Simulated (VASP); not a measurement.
A run of VASP 6.6.1 is set up as follows.

INCAR

```
SYSTEM = Be
PREC     = Accurate       ! precision mode
ENCUT    = 520            ! plane-wave cutoff, eV
EDIFF    = 1E-7           ! SCF threshold, eV
ISMEAR   = 0              ! smearing method
SIGMA    = 0.15           ! smearing width, eV
LREAL    = .FALSE.        ! projectors in reciprocal space
LASPH    = .TRUE.         ! aspherical terms in the spheres
NELM     = 60             ! most SCF steps
ALGO     = Fast           ! electronic algorithm
ISIF     = 2              ! what is computed and relaxed
LWAVE    = .FALSE.        ! write WAVECAR
LCHARG   = .TRUE.         ! write CHGCAR
GGA      = PS             ! functional
LELF     = .TRUE.         ! ELF
LVHAR    = .TRUE.       
NBANDS   = 7              ! bands
```

The input KPOINTS:

```
Automatic mesh
0
G
  26 26 26
  0 0 0
```

Contents of POSCAR:

```
Be
1.0
   -1.2907145798      1.2907145798      1.2531209513
    1.2907145798     -1.2907145798      1.2531209513
    1.2907145798      1.2907145798     -1.2531209513
Be
1
Direct
    0.0000000000      0.0000000000      0.0000000000
```

Potentials or basis: VASP PAW PBE potentials, release 64 (Be).

Command:

```console
$ cat potpaw_PBE.64/Be/POTCAR > POTCAR
$ mpirun -np 1 vasp_std > vasp.out
```

Question: Predict the pressure.

Answer: -7.8 GPa.

Question: Estimate the band gap on the k mesh.

Answer: Zero (bands 1 and 2 overlap by 4.57 eV).

Stress tensor (GPa, compression positive):
```
-8.38  0.00  0.00
 0.00 -8.38  0.00
 0.00  0.00 -6.76
```

Caveat: the cell differs from its parent crystal (strain +0.030 along x and y, +0.000 along z); the cell stands under tension; the PAW data sets were made with another functional, which shifts forces and pressure a little.
